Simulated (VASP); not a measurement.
A run of VASP 6.6.1 is set up as follows.

Contents of INCAR:

```
  ALGO = Normal
  EDIFF = 1E-6
  EDIFFG = -0.04
  ENCUT = 600
  GGA = PE
  IBRION = 2
  ISIF = 3
  ISMEAR = 0
  LASPH = T
  LCHARG = F
  LREAL = F
  LWAVE = F
  NELM = 60
  NSW = 90
  PREC = Accurate
  SIGMA = 0.1
```

The input KPOINTS:

```
k-points
0
Gamma
  4 4 4
```

POSCAR

```
InAsS4
1.0
    0.0000000000      4.0290332200      4.0290332200
    4.0290332200      0.0000000000      4.0290332200
    4.0290332200      4.0290332200      0.0000000000
In As S
1 1 4
Direct
    0.7500000000      0.7500000000      0.7500000000
    0.0000000000      0.0000000000      0.0000000000
    0.8769448700      0.3743517100      0.3743517100
    0.3743517100      0.3743517100      0.3743517100
    0.3743517100      0.3743517100      0.8769448700
    0.3743517100      0.8769448700      0.3743517100
```

Potentials or basis: VASP PAW PBE potentials, release 64 (In_d, As, S).

The run is started by

```sh
$ cat potpaw_PBE.64/In_d/POTCAR potpaw_PBE.64/As/POTCAR potpaw_PBE.64/S/POTCAR > POTCAR
$ mpirun -np 1 vasp_std > vasp.out
```

**Question.** What does it give for the relaxed cell?

**Answer.** a = 5.505 Å, b = 5.505 Å, c = 5.505 Å, α = 60.00°, β = 60.00°, γ = 60.00°.

**Question.** What does it give for the space group after relaxing (to 0.05 Å)?

**Answer.** F-43m (No. 216).

**Question.** Predict the relaxed volume.

**Answer.** 19.66 Å³/atom.

Forces on the atoms (eV/Å):
```
In   0.000  0.000  0.000
As   0.000  0.000  0.000
S    0.003 -0.003 -0.003
S    0.003  0.003  0.003
S   -0.003 -0.003  0.003
S   -0.003  0.003 -0.003
```
